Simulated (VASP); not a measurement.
Al2Cu, 3 atoms in the cell. Symmetry: Cm, No. 8, monoclinic system. Conventional cell: a = 7.000 Å, b = 4.061 Å, c = 4.061 Å, α = 90.00°, β = 125.46°, γ = 90.00°. Within 1.9 Å of Al (site symmetry m) lie 1 Cu at 1.44 Å. Within 3.3 Å of Al (site symmetry m) lie 4 Cu at 2.36 to 3.00 Å and 6 Al at 2.59 to 3.20 Å. Cu (site symmetry m) has 1 Al at 1.44 Å within 1.9 Å.  This cell differs from its parent crystal: shortest bond scaled by 0.58.

```yaml
Program: VASP 6.6.1
Task: electric field gradients
Functional: r2SCAN
Potentials_or_basis: VASP PAW PBE potentials, release 64 (Al, Cu)
Cutoff: 520 eV
k_mesh: 10 × 10 × 10
Occupations: fermi-dirac, width 0.05 eV
Spin: no spin polarisation
Dipole_correction: no
Further_INCAR_settings: ALGO = Normal; EDIFF = 1e-08; NBANDS = 16
```

Potentials or basis: VASP PAW PBE potentials, release 64 (Al, Cu).

The run is started by

```bash
$ cat potpaw_PBE.64/Al/POTCAR potpaw_PBE.64/Cu/POTCAR > POTCAR
$ cp INCAR.step1 INCAR
$ mpirun -np 1 vasp_std > vasp.out
$ cp INCAR.step2 INCAR
$ mpirun -np 1 vasp_std > vasp.out
```

Hardware: 1 thread of Intel Xeon 8259CL (shared host).

Problem. Estimate the wall time of this run.

Solution. Wall time 26 min on 1 thread of Intel Xeon 8259CL (shared host), peak memory 0.33 GiB. Counts: k points 282.
